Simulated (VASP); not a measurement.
# WS2 (P6_3/mmc) in VASP: relaxation of the atoms with PBE

Aim: the relaxation of the atoms of WS2 with PBE.

Everything below comes from runs of VASP 6.6.1. Logs are shortened: lines on timing, memory, paths and dates and some standing lists are left out, and cuts for length are marked.

## Step 1: The cell of the first run

The structure is hexagonal, space group P6_3/mmc (No. 194). Conventional cell: a = 3.195 Å, b = 3.195 Å, c = 12.485 Å, α = 90.00°, β = 90.00°, γ = 120.00°. Within 3.2 Å of W (site symmetry -6m2) lie 6 S at 2.44 Å and 6 W at 3.19 Å. S (site symmetry 3m) has 3 W at 2.44 Å and 7 S at 3.19 Å within 3.2 Å.

## Step 2: Relaxation of the atoms, PBE, collinear spin (18.39 Å³/atom)

File INCAR:

```
SYSTEM = WS2
PREC = Accurate ; ENCUT = 520
EDIFF = 1E-6 ; ISMEAR = -1
SIGMA = 0.02 ; LREAL = .FALSE.
LASPH = .TRUE. ; NELM = 150
ALGO = Normal ; ISIF = 2
LWAVE = .FALSE. ; LCHARG = .FALSE.
ISPIN = 2 ; MAGMOM = 2 2 0 0 0 0
LORBIT = 11 ; LMAXMIX = 4
GGA = PE ; IBRION = 2
NSW = 80 ; EDIFFG = -0.02
KPAR = 8
```

File KPOINTS:

```
regular mesh
0
G
  16 16 4
  0 0 0
```

File POSCAR:

```
WS2
1.0
    3.1946942321      0.0000000000      0.0000000000
   -1.5973471161      2.7666863623      0.0000000000
    0.0000000000      0.0000000000     12.4851633333
W S
2 4
Direct
    0.3333333333      0.6666666667      0.2500000000
    0.6666666667      0.3333333333      0.7500000000
    0.3333333333      0.6666666667      0.6220616243
    0.6666666667      0.3333333333      0.1220616243
    0.3333333333      0.6666666667      0.8779383757
    0.6666666667      0.3333333333      0.3779383757
```

Potentials or basis: VASP PAW PBE potentials, release 64 (W_sv, S).

Command:

```
$ cat potpaw_PBE.64/W_sv/POTCAR potpaw_PBE.64/S/POTCAR > POTCAR
$ mpirun -np 8 vasp_std > vasp.out
```

OUTCAR:

```text
SYSTEM = WS2
   PREC = Accurate
   ENCUT = 520
   EDIFF = 1E-6
   ISMEAR = -1
   LREAL = .FALSE.
   LASPH = .TRUE.
   NELM = 150
   ISIF = 2
   ISPIN = 2
   LORBIT = 11
   GGA = PE
   IBRION = 2
   NSW = 80
   EDIFFG = -0.02

 ion  position               nearest neighbor table
   1  0.333  0.667  0.250-   4 2.44   6 2.44   4 2.44   6 2.44   4 2.44   6 2.44
   2  0.667  0.333  0.750-   3 2.44   5 2.44   3 2.44   5 2.44   3 2.44   5 2.44
   3  0.333  0.667  0.622-   2 2.44   2 2.44   2 2.44
   4  0.667  0.333  0.122-   1 2.44   1 2.44   1 2.44
   5  0.333  0.667  0.878-   2 2.44   2 2.44   2 2.44
   6  0.667  0.333  0.378-   1 2.44   1 2.44   1 2.44

  LATTYP: Found a hexagonal cell.
 ALAT       =     3.1946942321
 C/A-ratio  =     3.9080933655

  Lattice vectors:

 A1 = (   3.1946942321,   0.0000000000,   0.0000000000)
 A2 = (  -1.5973471161,   2.7666863623,   0.0000000000)
 A3 = (   0.0000000000,   0.0000000000,  12.4851633333)

Analysis of symmetry for initial positions (statically):
=====================================================================
 Subroutine PRICEL returns:
 Original cell was already a primitive cell.

 Routine SETGRP: Setting up the symmetry group for a
 hexagonal supercell.

 Subroutine GETGRP returns: Found 24 space group operations
 (whereof 12 operations were pure point group operations)
 out of a pool of 24 trial point group operations.

The static configuration has the point symmetry D_3d.
 The point group associated with its full space group is D_6h.

Analysis of symmetry for dynamics (positions and initial velocities):
=====================================================================
 Subroutine PRICEL returns:
 Original cell was already a primitive cell.

 Routine SETGRP: Setting up the symmetry group for a
 hexagonal supercell.

 Subroutine GETGRP returns: Found 24 space group operations
 (whereof 12 operations were pure point group operations)
 out of a pool of 24 trial point group operations.

The dynamic configuration has the point symmetry D_3d.
 The point group associated with its full space group is D_6h.

Analysis of structural, dynamic, and magnetic symmetry:
=====================================================================
 Subroutine PRICEL returns:
 Original cell was already a primitive cell.

 Routine SETGRP: Setting up the symmetry group for a
 hexagonal supercell.

 Subroutine GETGRP returns: Found 24 space group operations
 (whereof 12 operations were pure point group operations)
 out of a pool of 24 trial point group operations.

The overall configuration has the point symmetry D_3d.
 The point group associated with its full space group is D_6h.

[... 128 lines left out ...]
  Fermi-wavevector in a.u.,A,eV,Ry     =   1.273938  2.407393 22.081123  1.622917
  Thomas-Fermi vector in A             =   2.406733
   LORBIT       =     11    0 simple, 1 ext, 2 COOP (PROOUT), +10 PAW based schemes
   GGA     = PE    functional components
   LHFCALC =     F    Hartree Fock is set to
   AEXX    =    0.0000 exact exchange contribution
   IVDW    =     0    specifies the selected vdW correction
   LEPSILON=     F    determine dielectric tensor
   LRPA    =     F    only Hartree local field effects (RPA)
 conjugate gradient relaxation of ions
 spin polarized calculation
  energy-cutoff  :      520.00
  volume of cell :      110.35
 maximum number of plane-waves:      3006
 NGX is ok and might be reduce to    24
   NGX = 11   NGY = 11   NGZ = 47

--------------------------------------- Ionic step        1  -------------------------------------------

 number of electron      52.0000007 magnetization       0.0005714

 Free energy of the ion-electron system (eV)
  ---------------------------------------------------
  ext. energy  EPLUGINS =         0.00000000
  ---------------------------------------------------
  free energy    TOTEN  =       -47.24077613 eV

  energy without entropy =      -47.24077613  energy(sigma->0) =      -47.24077613

------------------------ aborting loop because EDIFF is reached ----------------------------------------

  FORCE on cell =-STRESS in cart. coord.  units (eV):
  Direction    XX          YY          ZZ          XY          YZ          ZX
  --------------------------------------------------------------------------------------
  -------------------------------------------------------------------------------------
  Total       -1.4603565     -1.4603565     -2.2910716      0.0000000      0.0000000      0.0000000
  in kB      -21.2024487    -21.2024487    -33.2633345      0.0000000      0.0000000      0.0000000
  external PRESSURE =     -25.2227440 kB  Pullay stress =       0.0000000 kB
[... 67 lines left out ...]
--------------------------------------- Ionic step        3  -------------------------------------------

 number of electron      52.0000011 magnetization       0.0000001

 Free energy of the ion-electron system (eV)
  ---------------------------------------------------
  ext. energy  EPLUGINS =         0.00000000
  ---------------------------------------------------
  free energy    TOTEN  =       -47.28468443 eV

  energy without entropy =      -47.28468443  energy(sigma->0) =      -47.28468443

 E-fermi :   7.5520     XC(G=0): -10.7391

 val. band max:        7.0445598772   @ k =   0.0000   0.0000   0.0000
 cond. band min:       8.1105007214   @ k =   0.1875   0.1875   0.0000
 fundamental gap:      1.0659408442
 Fermi energy:         7.5520251109

 spin component 1

 k-point     1 :       0.0000    0.0000    0.0000
  band No.  band energies     occupation
      1     -67.6327      1.00000
      2     -67.6326      1.00000
      3     -31.8582      1.00000
      4     -31.8582      1.00000
      5     -31.7232      1.00000
      6     -31.7232      1.00000
[... 853 lines left out ...]
     32      10.1545      0.00000
     33      10.9956      0.00000

 [... further k-points ...]

 spin component 2

 k-point     1 :       0.0000    0.0000    0.0000
  band No.  band energies     occupation
      1     -67.6327      1.00000
      2     -67.6326      1.00000
      3     -31.8582      1.00000
      4     -31.8582      1.00000
      5     -31.7232      1.00000
      6     -31.7232      1.00000
[... 888 lines left out ...]
  FREE ENERGIE OF THE ION-ELECTRON SYSTEM (eV)
  ---------------------------------------------------
  free  energy   TOTEN  =       -47.2846844261 eV

  energy  without entropy=      -47.2846844261  energy(sigma->0) =      -47.28468443

 reached required accuracy - stopping structural energy minimisation

 total charge

# of ion       s       p       d       tot
------------------------------------------
    1        2.318   6.319   3.359  11.996
    2        2.318   6.319   3.359  11.996
    3        1.359   2.360   0.000   3.719
    4        1.359   2.360   0.000   3.719
    5        1.359   2.360   0.000   3.719
    6        1.359   2.360   0.000   3.719
--------------------------------------------------
tot         10.071  22.077   6.718  38.866

 magnetization (x)

# of ion       s       p       d       tot
------------------------------------------
    1       -0.000  -0.000   0.000  -0.000
    2       -0.000  -0.000   0.000  -0.000
    3        0.000   0.000   0.000   0.000
    4        0.000   0.000   0.000   0.000
    5        0.000   0.000   0.000   0.000
    6        0.000   0.000   0.000   0.000
--------------------------------------------------
tot          0.000   0.000   0.000   0.000
```

CONTCAR:

```text
WS2
   1.00000000000000
     3.1946942320999998    0.0000000000000000    0.0000000000000000
    -1.5973471160999999    2.7666863623000002    0.0000000000000000
     0.0000000000000000    0.0000000000000000   12.4851633332999992
  W               S
     2     4
Direct
     0.3333333332999970    0.6666666667000030    0.2500000000000000
     0.6666666667000030    0.3333333332999970    0.7500000000000000
     0.3333333332999970    0.6666666667000030    0.6247394500068836
     0.6666666667000030    0.3333333332999970    0.1247394500068837
     0.3333333332999970    0.6666666667000030    0.8752605499931164
     0.6666666667000030    0.3333333332999970    0.3752605499931164

  0.00000000E+00  0.00000000E+00  0.00000000E+00
  0.00000000E+00  0.00000000E+00  0.00000000E+00
  0.00000000E+00  0.00000000E+00  0.00000000E+00
  0.00000000E+00  0.00000000E+00  0.00000000E+00
  0.00000000E+00  0.00000000E+00  0.00000000E+00
  0.00000000E+00  0.00000000E+00  0.00000000E+00
```

Run time: 2 min. Hardware: 8 MPI ranks of Intel Xeon 6975P-C (Granite Rapids), shared host; peak memory 0.58 GiB.

Results:

```
Free energy                                           : -47.2847 eV
Energy gained by relaxing                             : 7.3 meV/atom
Ionic steps                                           : 3
Pressure after relaxing                               : 0.7 GPa
Band gap on the k mesh                                : 1.07 eV (least direct gap 1.84 eV)
Net moment                                            : 0.00 μB per cell
Valence electrons inside the program's atomic spheres : W 12.00; S 3.72
```

Step by step:
```
step  energy change (eV)  largest force (eV/Å)  pressure (GPa)
   1              0.0000                0.6451           -2.52
   2             -0.0437                0.0468            0.44
   3             -0.0439                0.0005            0.67
```

Final structure:
```
W S
1.0
     3.19469    0.00000    0.00000
    -1.59735    2.76669    0.00000
     0.00000    0.00000   12.48516
W S
2 4
Direct
  0.33333 0.66667 0.25000
  0.66667 0.33333 0.75000
  0.33333 0.66667 0.62474
  0.66667 0.33333 0.12474
  0.33333 0.66667 0.87526
  0.66667 0.33333 0.37526
```

Caveat: spin-orbit coupling is left out, which moves the levels of the heavy elements; this functional lacks dispersion, which binds layers or chains, so the pressure and a relaxed spacing across them are unreliable. A k mesh can miss the band edges.
